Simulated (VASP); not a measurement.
A run of VASP 6.6.1 is set up as follows.

POSCAR

```
Ti
1.0
    3.0036000000      0.0000000000      0.0000000000
   -1.5018000000      2.6011939028      0.0000000000
    0.0000000000      0.0000000000      4.0818000000
Ti
2
Direct
    0.3333333333      0.6666666667      0.2500000000
    0.6666666667      0.3333333333      0.7500000000
```

The input INCAR.step1:

```
SYSTEM = Ti
  ALGO = Normal
  EDIFF = 1E-4
  ENCUT = 520
  GGA = PE
  ISMEAR = 1
  LASPH = .TRUE.
  LCHARG = .FALSE.
  LREAL = .FALSE.
  LWAVE = .TRUE.
  NBANDS = 19
  NELM = 60
  PREC = Accurate
  SIGMA = 0.05
```

INCAR.step2

```
SYSTEM = Ti
  ALGO = Normal
  EDIFF = 1E-7
  ENCUT = 520
  ISIF = 2
  ISMEAR = 1
  ISTART = 1
  LASPH = .TRUE.
  LCHARG = .FALSE.
  LMIXTAU = .TRUE.
  LREAL = .FALSE.
  LWAVE = .FALSE.
  METAGGA = R2SCAN
  NBANDS = 19
  NELM = 60
  PREC = Accurate
  SIGMA = 0.05
```

Contents of KPOINTS:

```
k-points
0
G
  18 18 10
  0 0 0
```

Potentials or basis: VASP PAW PBE potentials, release 64 (Ti_sv).

Run with:

```console
$ cat potpaw_PBE.64/Ti_sv/POTCAR > POTCAR
$ cp INCAR.step1 INCAR
$ mpirun -np 1 vasp_std > vasp.out
$ cp INCAR.step2 INCAR
$ mpirun -np 1 vasp_std > vasp.out
```

Task: Predict the pressure.

Result: 11.8 GPa.

Task: Estimate the band gap on the k mesh.

Result: Zero (bands 12 and 13 overlap by 1.10 eV).

Stress tensor (GPa, compression positive):
```
 6.17  0.00  0.00
 0.00  6.17  0.00
 0.00  0.00 23.07
```

Caveat: the cell stands under pressure; the PAW data sets were made with another functional, which shifts forces and pressure a little.
